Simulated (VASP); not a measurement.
Runs of VASP 6.6.1 on BeTe. The structure is that of space group P6_3/mmc (No. 194), or close to it. The cells are those of the table. 

```tsv
level	cell	k mesh	smearing	grid for exact exchange (PRECFOCK)	screening parameter	gap on the mesh (eV)	pressure (GPa)
HSE06	a = 4.031, b = 4.031, c = 8.383 Å, angles 90.0, 90.0, 120.0°, 4 atoms	6 × 6 × 2	gaussian 0.01 eV	Normal	0.2079 1/Å	3.60	-0.5
PBE	a = 4.106, b = 4.050, c = 8.144 Å, angles 90.0, 90.0, 120.5°, 4 atoms	12 × 12 × 4	fermi-dirac 0.02 eV	-	-	(a)	-0.7
r2SCAN	a = 4.031, b = 4.031, c = 8.383 Å, angles 90.0, 90.0, 120.0°, 4 atoms	12 × 12 × 4	gaussian 0.01 eV	-	-	(b)	-0.1
HSE06	a = 4.106, b = 4.050, c = 8.144 Å, angles 90.0, 90.0, 120.5°, 4 atoms	6 × 6 × 2	gaussian 0.01 eV	Normal	0.2079 1/Å	3.55	-1.5
```

Alike in all rows: task single point; potentials or basis VASP PAW PBE potentials, release 64 (Be, Te); no spin polarisation; cutoff (eV) 520.

Question: Estimate the missing entries.

Answer: (a) 2.56; (b) 3.08.

Caveats: spin-orbit coupling is left out, which moves the levels of the heavy elements; the PAW data sets were made with another functional, which shifts forces and pressure a little (some runs).

A k mesh can miss the band edges, and the runs leave out spin-orbit coupling on Te.
